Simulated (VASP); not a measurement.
The system is Cr.

```
CELL_PARAMETERS angstrom
-1.44195 1.44195 1.44195
1.44195 -1.44195 1.44195
1.44195 1.44195 -1.44195
ATOMIC_POSITIONS crystal
Cr 0.00000 0.00000 0.00000
```

Base run:

- Program: VASP 6.6.1
- Functional: LDA
- Potentials or basis: VASP PAW LDA potentials, release 64 (Cr_pv)
- Cutoff: 500 eV
- k mesh: 14 × 14 × 14
- Occupations: gaussian, width 0.05 eV
- Spin: collinear spin, ferromagnetic start
- Starting moments: [1.12] μB
- Fixed moment: 1.12 μB

Its results: pressure -14.1 GPa; net moment 1.12 μB per cell.

Question: The run is repeated on the same cell with these changes: fixed moment from 1.12 μB to none; moments at the start from [1.12] to [0.3]. What comes out?

Answer: Pressure -24.6 GPa; net moment 0.00 μB per cell.

Caveats: the total moment is fixed, so each spin has its own Fermi level (some runs).
